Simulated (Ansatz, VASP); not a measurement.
## WC: VASP beside Ansatz

Contents of INCAR:

```
SYSTEM = WC
PREC = Accurate ; ENCUT = 600
EDIFF = 1E-6 ; ISMEAR = 0
SIGMA = 0.1 ; LREAL = .False.
LASPH = .True. ; NELM = 120
ALGO = Normal ; ISIF = 2
LWAVE = .False. ; LCHARG = .False.
GGA = PE ; NBANDS = 86
GGA_COMPAT = .False.
```

The input KPOINTS:

```
regular mesh
0
Gamma
  1 1 1
  0 0 0
```

File POSCAR:

```
WC
1.0
    0.0000000000      0.0000000000      5.6942504921
    2.9217348262     -5.0605931653      0.0000000000
    2.9217348263      5.0605931652      0.0000000000
W C
8 8
Direct
    0.0000000000      0.0000000000      0.0000000000
    0.5000000000      0.0000000000      0.0000000000
    0.0000000000      0.5000000000      0.0000000000
    0.5000000000      0.5000000000      0.0000000000
    0.0000000000      0.0000000000      0.5000000000
    0.5000000000      0.0000000000      0.5000000000
    0.0000000000      0.5000000000      0.5000000000
    0.5000000000      0.5000000000      0.5000000000
    0.2500000000      0.6666666667      0.3333333333
    0.7500000000      0.6666666667      0.3333333333
    0.2500000000      0.1666666667      0.3333333333
    0.7500000000      0.1666666667      0.3333333333
    0.2500000000      0.6666666667      0.8333333333
    0.7500000000      0.6666666667      0.8333333333
    0.2500000000      0.1666666667      0.8333333333
    0.7500000000      0.1666666667      0.8333333333
```

Input for Ansatz:

```yaml
crystal:
  lattice:
    - [0.0, 0.0, 5.6942504921]
    - [2.9217348262, -5.0605931653, 0.0]
    - [2.9217348263, 5.0605931652, 0.0]
  atoms:
    - { symbol: W, position: [0.0, 0.0, 0.0] }
    - { symbol: W, position: [0.5, 0.0, 0.0] }
    - { symbol: W, position: [0.0, 0.5, 0.0] }
    - { symbol: W, position: [0.5, 0.5, 0.0] }
    - { symbol: W, position: [0.0, 0.0, 0.5] }
    - { symbol: W, position: [0.5, 0.0, 0.5] }
    - { symbol: W, position: [0.0, 0.5, 0.5] }
    - { symbol: W, position: [0.5, 0.5, 0.5] }
    - { symbol: C, position: [0.25, 0.6666666667, 0.3333333333] }
    - { symbol: C, position: [0.75, 0.6666666667, 0.3333333333] }
    - { symbol: C, position: [0.25, 0.1666666667, 0.3333333333] }
    - { symbol: C, position: [0.75, 0.1666666667, 0.3333333333] }
    - { symbol: C, position: [0.25, 0.6666666667, 0.8333333333] }
    - { symbol: C, position: [0.75, 0.6666666667, 0.8333333333] }
    - { symbol: C, position: [0.25, 0.1666666667, 0.8333333333] }
    - { symbol: C, position: [0.75, 0.1666666667, 0.8333333333] }
basis:
  ecutwfc: 420
  xc_grid: 2
kpoints:
  mp_grid: { grid: [1, 1, 1], shift: [0.0, 0.0, 0.0] }
hamiltonian:
  xc: pbe
scf:
  occupations: { method: gaussian, width: 0.1 }
output:
  forces: true
  stress: true
  eigenvalues: true
```

Alike in both runs: task single point; functional PBE; k mesh 1 × 1 × 1; occupations gaussian, width 0.1 eV; no spin polarisation.

```csv
,VASP,Ansatz
version,VASP 6.6.1,Ansatz 0.2.0
potentials or method,"VASP PAW PBE potentials, release 64 (W_sv, C), cutoff 600 eV","scalar-relativistic, plane waves, PAW"
valence electrons in the cell,144,144
```

Ansatz gave:

```
gap on the k mesh at the Fermi level (eV)                     : 0.07
least direct gap on the mesh (eV)                             : 0.07
pressure (GPa)                                                : 4.3
traceless stress, the component that is largest in VASP (GPa) : -17.43
```

Task: Estimate VASP's values.

Result: gap on the k mesh at the Fermi level (eV): 0.08; least direct gap on the mesh (eV): 0.08; pressure (GPa): 5.4; traceless stress, the component that is largest in VASP (GPa): -17.56.

The k mesh is coarse, so the values compare programs but aren't converged. Neither program's run includes spin-orbit coupling.
